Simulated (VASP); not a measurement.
Wanted: the native input for a VASP 6.6.1 run.

* Task: single point
* Functional: PBE
* Potentials or basis: VASP PAW PBE potentials, release 64 (Be, Zn, Se)
* Cutoff: 520 eV
* k mesh: 6 × 4 × 2
* Occupations: gaussian, width 0.1 eV
* Spin: no spin polarisation
* Dipole correction: no
* Further INCAR settings: ALGO = Normal; EDIFF = 1e-06; NBANDS = 46

The structure of Be2ZnSe3 lies in POSCAR:

```
Be2ZnSe3
1.0
    3.6748747822      0.0000000000      0.0000000000
    0.8355720588      6.3789458863      0.0000000000
    0.5339719974      0.7917018343     10.2645167977
Be Zn Se
4 2 6
Direct
    0.2869500683      0.3350710754      0.9393211515
    0.2633750925      0.0636872123      0.5834022569
    0.6659724765      0.1672705790      0.2790850233
    0.6802403615      0.8440079447      0.7943203640
    0.0581115304      0.6427091536      0.3966354625
    0.0629469967      0.8825278416      0.0769502830
    0.7876858151      0.2577583815      0.0640648135
    0.8273870210      0.8475581405      0.5781112796
    0.1455181598      0.2655092260      0.3889615778
    0.2029928395      0.6888701428      0.8887385942
    0.5513436888      0.8233286182      0.2507662136
    0.4674759500      0.1817016842      0.7596429800
```

These files were run (other wordings do the same):

INCAR

```
SYSTEM = Be2ZnSe3
ALGO = Normal
EDIFF = 1E-6
ENCUT = 520
GGA = PE
ISIF = 2
ISMEAR = 0
LASPH = .TRUE.
LCHARG = .FALSE.
LREAL = .FALSE.
LWAVE = .FALSE.
NBANDS = 46
NELM = 60
PREC = Accurate
SIGMA = 0.1
```

KPOINTS

```
k-points
0
G
  6 4 2
  0 0 0
```

Potentials or basis: VASP PAW PBE potentials, release 64 (Be, Zn, Se).

The run is started by

```bash
$ cat potpaw_PBE.64/Be/POTCAR potpaw_PBE.64/Zn/POTCAR potpaw_PBE.64/Se/POTCAR > POTCAR
$ mpirun -np 1 vasp_std > vasp.out
```

Results of the run:

| Quantity | Value |
| --- | --- |
| Pressure | 0.2 GPa |
| Largest force | 0.030 eV/Å |
| Band gap on the k mesh | 0.90 eV, indirect (least direct gap 1.26 eV) |

It took 7.1 min on 1 thread of Intel(R) Xeon(R) Platinum 8488C (Sapphire Rapids), with other jobs on the host, peak memory 0.46 GiB.
